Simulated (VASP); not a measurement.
# Ti2BO6 (C2/m) in VASP: single point with PBE

Aim: the single point of Ti2BO6 with PBE.

Everything below comes from runs of VASP 6.6.1. Logs are shortened: lines on timing, memory, paths and dates and some standing lists are left out, and cuts for length are marked.

**1. The cell of the first run**

The structure is monoclinic, space group C2/m (No. 12). The conventional cell has a = 11.336 Å, b = 3.782 Å, c = 6.090 Å, α = 90.00°, β = 90.21°, γ = 90.00°. B (site symmetry 2/m) has 2 O at 1.27 Å within 1.7 Å. Within 2.3 Å of Ti (site symmetry m) lie 5 O at 1.70 to 1.99 Å. Within 1.7 Å of O (site symmetry m) lie 1 B at 1.27 Å. Within 2.3 Å of O (site symmetry m) lie 1 Ti at 1.70 Å. Within 2.6 Å of O (site symmetry m) lie 3 Ti at 1.97 to 1.99 Å and 2 O at 2.49 Å.

**2. Single point, PBE**

File INCAR:

```
  ALGO = Normal
  EDIFF = 1E-6
  ENCUT = 520
  GGA = PE
  ISIF = 2
  ISMEAR = -1
  LASPH = True
  LCHARG = False
  LREAL = False
  LWAVE = False
  NBANDS = 42
  NELM = 80
  PREC = Accurate
  SIGMA = 0.1
```

File KPOINTS:

```
k-points
0
Gamma
  6 6 6
```

File POSCAR:

```
Ti2BO6
1.0
   -0.0000002065      3.7824098787     -0.0000001142
    5.4323783018     -1.8912045940      1.6166638871
   -3.7165588086      1.8912045112     -7.4597176585
B Ti O
1 2 6
Direct
    0.0000000000      0.0000000000      0.0000000000
    0.7894488793      0.2650734355      0.6861756768
    0.2105511207      0.7349265645      0.3138243232
    0.9511275184      0.7146695243      0.8124144874
    0.0488724816      0.2853304757      0.1875855126
    0.6804599832      0.2387779058      0.8778579394
    0.3195400168      0.7612220942      0.1221420606
    0.2973899997      0.1939417018      0.5991617024
    0.7026100003      0.8060582982      0.4008382976
```

Potentials or basis: VASP PAW PBE potentials, release 64 (B, Ti_sv, O).

Command:

```sh
$ cat potpaw_PBE.64/B/POTCAR potpaw_PBE.64/Ti_sv/POTCAR potpaw_PBE.64/O/POTCAR > POTCAR
$ mpirun -np 1 vasp_std > vasp.out
```

OUTCAR:

```text
EDIFF = 1E-6
   ENCUT = 520
   GGA = PE
   ISIF = 2
   ISMEAR = -1
   LASPH = True
   LREAL = False
   NELM = 80
   PREC = Accurate

 ion  position               nearest neighbor table
   1  0.000  0.000  0.000-   4 1.27   5 1.27
   2  0.789  0.265  0.686-   6 1.70   8 1.97   8 1.97   4 1.98   9 1.99
   3  0.211  0.735  0.314-   7 1.70   9 1.97   9 1.97   5 1.98   8 1.99
   4  0.951  0.715  0.812-   1 1.27   2 1.98
   5  0.049  0.285  0.188-   1 1.27   3 1.98
   6  0.680  0.239  0.878-   2 1.70
   7  0.320  0.761  0.122-   3 1.70
   8  0.297  0.194  0.599-   2 1.97   2 1.97   3 1.99
   9  0.703  0.806  0.401-   3 1.97   3 1.97   2 1.99

  LATTYP: Found a base centered monoclinic cell.
 ALAT       =    11.3356666908
 B/A-ratio  =     0.3336733500
 C/A-ratio  =     0.5372221519
 COS(beta)  =    -0.0036294465

  Lattice vectors:

 A1 = (   5.4323780953,   1.8912052847,   1.6166637729)
 A2 = (   5.4323783018,  -1.8912045940,   1.6166638871)
 A3 = (   1.7158194932,  -0.0000000828,  -5.8430537714)

Analysis of symmetry for initial positions (statically):
=====================================================================
 Subroutine PRICEL returns:
 Original cell was already a primitive cell.

 Routine SETGRP: Setting up the symmetry group for a
 base centered monoclinic supercell.

 Subroutine GETGRP returns: Found  4 space group operations
 (whereof  4 operations were pure point group operations)
 out of a pool of  4 trial point group operations.

The static configuration has the point symmetry C_2h.

Analysis of symmetry for dynamics (positions and initial velocities):
=====================================================================
 Subroutine PRICEL returns:
 Original cell was already a primitive cell.

 Routine SETGRP: Setting up the symmetry group for a
 base centered monoclinic supercell.

 Subroutine GETGRP returns: Found  4 space group operations
 (whereof  4 operations were pure point group operations)
 out of a pool of  4 trial point group operations.

The dynamic configuration has the point symmetry C_2h.

 Subroutine INISYM returns: Found  4 space group operations
 (whereof  4 operations are pure point group operations),
 and found     1 'primitive' translations

----------------------------------------------------------------------------------------

                                     Primitive cell

  volume of cell :     130.5521

  direct lattice vectors                    reciprocal lattice vectors
    -0.000000207  3.782409879 -0.000000114     0.084643697  0.264381718  0.024855716
     5.432378302 -1.891204594  1.616663887     0.216126090  0.000000009 -0.107677709
    -3.716558809  1.891204511 -7.459717658     0.046838667 -0.000000002 -0.157389156

  length of vectors
     3.782409879  5.975030624  8.546160040     0.278711418  0.241464232  0.164210862

  position of ions in fractional coordinates (direct lattice)
     0.000000000  0.000000000  0.000000000
     0.789448879  0.265073435  0.686175677
     0.210551121  0.734926565  0.313824323
     0.951127518  0.714669524  0.812414487
     0.048872482  0.285330476  0.187585513
     0.680459983  0.238777906  0.877857939
     0.319540017  0.761222094  0.122142061
     0.297390000  0.193941702  0.599161702
     0.702610000  0.806058298  0.400838298

  ion indices of the primitive-cell ions
   primitive index   ion index
                 1           1
                 2           2
                 3           3
                 4           4
                 5           5
                 6           6
                 7           7
                 8           8
                 9           9

----------------------------------------------------------------------------------------

 KPOINTS: k-points

Automatic generation of k-mesh.
 Grid dimensions read from file:
 generate k-points for:    6    6    6

 Generating k-lattice:

  Cartesian coordinates                     Fractional coordinates (reciprocal lattice)
     0.014107283  0.044063620  0.004142619     0.166666667 -0.000000000 -0.000000000
     0.036021015  0.000000001 -0.017946285    -0.000000000  0.166666667 -0.000000000
     0.007806445 -0.000000000 -0.026231526     0.000000000  0.000000000  0.166666667

  Length of vectors
     0.046451903  0.040244039  0.027368477

  Shift w.r.t. Gamma in fractional coordinates (k-lattice)
     0.000000000  0.000000000  0.000000000

 Subroutine IBZKPT returns following result:
 ===========================================

 Found     68 irreducible k-points:

 Following reciprocal coordinates:
            Coordinates               Weight
  0.000000  0.000000  0.000000      1.000000
  0.166667  0.000000  0.000000      4.000000
  0.333333  0.000000  0.000000      4.000000
  0.500000  0.000000  0.000000      2.000000
  0.000000  0.166667  0.000000      2.000000
  0.166667  0.166667  0.000000      4.000000
[... 16 lines left out ...]
  0.500000  0.000000  0.166667      4.000000
 -0.333333 -0.000000  0.166667      4.000000
 [... further k-points ...]
   k-points           NKPTS =     68   k-points in BZ     NKDIM =     68   number of bands    NBANDS=     42
   number of dos      NEDOS =    301   number of ions     NIONS =      9
   total plane-waves  NPLWV =  86016
   dimension x,y,z NGX =    28 NGY =   48 NGZ =   64
   dimension x,y,z NGXF=    56 NGYF=   96 NGZF=  128
   ions per type =               1   2   6
   NGX,Y,Z   is equivalent  to a cutoff of  12.31, 13.36, 12.45 a.u.
   NGXF,Y,Z  is equivalent  to a cutoff of  24.61, 26.71, 24.90 a.u.
 SYSTEM =  unknown system
   PREC   = accura    normal or accurate (medium, high low for compatibility)
   ISTART =      0    job   : 0-new  1-cont  2-samecut
   ICHARG =      2    charge: 1-file 2-atom 10-const
   ISPIN  =      1    spin polarized calculation?
   LNONCOLLINEAR =      F non collinear calculations
   LSORBIT =      F    spin-orbit coupling
   LASPH  =      T    aspherical Exc in radial PAW
   ENCUT  =  520.0 eV  38.22 Ry    6.18 a.u.   7.03 11.11 15.89*2*pi/ulx,y,z
   NELM   =     80;   NELMIN=  2; NELMDL= -5     # of ELM steps
   EDIFF  = 0.1E-05   stopping-criterion for ELM
   LREAL  =      F    real-space projection
   EDIFFG = 0.1E-04   stopping-criterion for IOM
   NSW    =      0    number of steps for IOM
   IBRION =     -1    ionic relax: 0-MD 1-quasi-New 2-CG
   NFREE  =      0    steps in history (QN), initial steepest desc. (CG)
   ISIF   =      2    stress and relaxation
   ISYM   =      2    0-nonsym 1-usesym 2-fastsym
   POTIM  = 0.5000    time-step for ionic-motion
   TEBEG  =    0.0;   TEEND  =   0.0 temperature during run
   PSTRESS=    0.0 pullay stress
   NELECT =      63.0000    total number of electrons
   NUPDOWN=      -1.0000    fix difference up-down
   EMIN   =  10.00;   EMAX   =-10.00  energy-range for DOS
   EFERMI =   0.00;   METHOD = LEGACY
   ISMEAR =    -1;   SIGMA  =   0.10  broadening in eV -4-tet -1-fermi 0-gaus
   EFERMI_NEDOS =   21; number of points for ismear=-14 and -15
   IALGO  =     38    algorithm
   IMIX   =      4    mixing-type and parameters
     AMIX     =   0.40;   BMIX     =  1.00
     AMIX_MAG =   1.60;   BMIX_MAG =  1.00
  volume/ion in A,a.u.               =      14.51        97.89
  Fermi-wavevector in a.u.,A,eV,Ry     =   1.284085  2.426569 22.434295  1.648874
  Thomas-Fermi vector in A             =   2.416300
   LORBIT       =      0    0 simple, 1 ext, 2 COOP (PROOUT), +10 PAW based schemes
   GGA     = PE    functional components
   LHFCALC =     F    Hartree Fock is set to
   AEXX    =    0.0000 exact exchange contribution
   IVDW    =     0    specifies the selected vdW correction
   LEPSILON=     F    determine dielectric tensor
   LRPA    =     F    only Hartree local field effects (RPA)
 non-spin polarized calculation
  energy-cutoff  :      520.00
  volume of cell :      130.55
 maximum number of plane-waves:      3542
   NGX = 15   NGY = 23   NGZ = 31

 number of electron      63.0000000 magnetization

 Free energy of the ion-electron system (eV)
  ---------------------------------------------------
  ext. energy  EPLUGINS =         0.00000000
  ---------------------------------------------------
  free energy    TOTEN  =       -73.14322667 eV

  energy without entropy =      -72.97920126  energy(sigma->0) =      -73.06121396

 E-fermi :  -0.3151     XC(G=0):  -8.8086

 val. band max:       -0.3305407952   @ k =  -0.3333   0.3333   0.1667
 cond. band min:      -0.3103636984   @ k =  -0.3333   0.5000   0.3333
 fundamental gap:      0.0201770967
 Fermi energy:        -0.3151060841

 k-point     1 :       0.0000    0.0000    0.0000
  band No.  band energies     occupation
      1     -55.9291      2.00000
      2     -55.9028      2.00000
      3     -32.3690      2.00000
      4     -32.3161      2.00000
      5     -32.2651      2.00000
      6     -32.2061      2.00000
[... 34 lines left out ...]
     41       5.8208      0.00000
     42       6.3843      0.00000

 k-point     2 :       0.1667    0.0000    0.0000
  band No.  band energies     occupation
      1     -55.9267      2.00000
      2     -55.9040      2.00000
      3     -32.3685      2.00000
      4     -32.3147      2.00000
      5     -32.2689      2.00000
      6     -32.2457      2.00000
[... 34 lines left out ...]
     41       6.0013      0.00000
     42       6.3782      0.00000

 k-point     3 :       0.3333    0.0000    0.0000
  band No.  band energies     occupation
      1     -55.9208      2.00000
      2     -55.9076      2.00000
      3     -32.3673      2.00000
      4     -32.3221      2.00000
      5     -32.2950      2.00000
      6     -32.2806      2.00000
[... 897 lines left out ...]
      4     -32.3566      2.00000
      5     -32.2928      2.00000
      6     -32.2927      2.00000
[... 34 lines left out ...]
     41       6.1907      0.00000
     42       6.2233      0.00000

 k-point    24 :      -0.3333   -0.0000    0.1667
  band No.  band energies     occupation
      1     -55.9208      2.00000
      2     -55.9077      2.00000
      3     -32.3672      2.00000
      4     -32.3232      2.00000
      5     -32.2947      2.00000
      6     -32.2803      2.00000
[... 34 lines left out ...]
     41       6.2214      0.00000
     42       6.3929      0.00000

 [... further k-points ...]

------------------------ aborting loop because EDIFF is reached ----------------------------------------

  FORCE on cell =-STRESS in cart. coord.  units (eV):
  Direction    XX          YY          ZZ          XY          YZ          ZX
  --------------------------------------------------------------------------------------
  -------------------------------------------------------------------------------------
  Total        0.2440735      0.1402080      0.5255682      0.0000000      0.0000000      0.1249221
  in kB        2.9953489      1.7206778      6.4499435      0.0000001      0.0000002      1.5330844
  external PRESSURE =       3.7219901 kB  Pullay stress =       0.0000000 kB

 VOLUME and BASIS-vectors are now :
 -----------------------------------------------------------------------------
  energy-cutoff  :      520.00
  volume of cell :      130.55
      direct lattice vectors                 reciprocal lattice vectors
    -0.000000207  3.782409879 -0.000000114     0.084643697  0.264381718  0.024855716
     5.432378302 -1.891204594  1.616663887     0.216126090  0.000000009 -0.107677709
    -3.716558809  1.891204511 -7.459717658     0.046838667 -0.000000002 -0.157389156

 POSITION                                       TOTAL-FORCE (eV/Angst)
 -----------------------------------------------------------------------------------
      0.00000      0.00000      0.00000         0.000000     -0.000000      0.000000
     -1.11023      3.78241     -4.69014         0.131263      0.000000      0.147870
      2.82605      0.00000     -1.15291        -0.131263     -0.000000     -0.147870
      0.86297      3.78241     -4.90500        -0.024820     -0.000000      0.010939
      0.85285      0.00000     -0.93805         0.024820      0.000000     -0.010939
     -1.96548      3.78241     -6.16255        -0.105916     -0.000000     -0.180681
      3.68130      0.00000      0.31949         0.105916      0.000000      0.180681
     -1.17326      1.89120     -4.15604         0.017318      0.000000     -0.008862
      2.88907      1.89121     -1.68702        -0.017318     -0.000000      0.008862
 -----------------------------------------------------------------------------------
    total drift:                                0.000000     -0.000000      0.000000

  FREE ENERGIE OF THE ION-ELECTRON SYSTEM (eV)
  ---------------------------------------------------
  free  energy   TOTEN  =       -73.1432266684 eV

  energy  without entropy=      -72.9792012581  energy(sigma->0) =      -73.06121396
```

It took 9.5 min on 1 thread of Intel Xeon Platinum 8259CL at 2.50GHz (Skylake/Cascade Lake), shared host; peak memory 0.47 GiB.

What came out:

| Item | Value |
| --- | --- |
| Free energy | -73.1432 eV |
| Pressure | 0.4 GPa |
| Largest force | 0.209 eV/Å |
| Band gap on the k mesh | zero (an odd number of electrons rules out a gap without spin polarisation) |

Forces on the atoms (eV/Å):
```
B    0.000  0.000  0.000
Ti   0.131  0.000  0.148
Ti  -0.131  0.000 -0.148
O   -0.025  0.000  0.011
O    0.025  0.000 -0.011
O   -0.106  0.000 -0.181
O    0.106  0.000  0.181
O    0.017  0.000 -0.009
O   -0.017  0.000  0.009
```

Caveat: an odd number of electrons without spin polarisation forces a metal; a magnetic or distorted state may lie lower; semilocal functionals often make such compounds metallic where correlation or magnetic order opens a gap, which also shifts bond lengths.

The gap in the log of VASP goes by the Fermi energy; the results here count the filled bands.